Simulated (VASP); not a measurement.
Here is a VASP 6.6.1 calculation.

Contents of INCAR:

```
SYSTEM = C
  ALGO = Normal
  EDIFF = 1E-7
  ENCUT = 520
  GGA = PS
  ISIF = 2
  ISMEAR = 0
  LASPH = .True.
  LCHARG = .False.
  LREAL = .False.
  LWAVE = .False.
  NBANDS = 11
  NELM = 60
  PREC = Accurate
  SIGMA = 0.01
```

Contents of KPOINTS:

```
k-points
0
Gamma
  10 10 10
  0 0 0
```

Contents of POSCAR:

```
C
1.0
    1.2375965868      0.7145267225      3.6273634681
   -1.2375965868      0.7145267225      3.6273634681
    0.0000000000     -1.4290534451      3.6273634681
C
2
Direct
    0.8333439900      0.8333439900      0.8333439900
    0.1666560100      0.1666560100      0.1666560100
```

Potentials or basis: VASP PAW PBE potentials, release 64 (C).

Run with:

```bash
$ cat potpaw_PBE.64/C/POTCAR > POTCAR
$ mpirun -np 1 vasp_std > vasp.out
```

(1) Predict the band gap on the k mesh.

(2) What does it give for the pressure?

Results:

(1) 1.47 eV, direct.

(2) -4.4 GPa.

Caveat: the PAW data sets were made with another functional, which shifts forces and pressure a little.
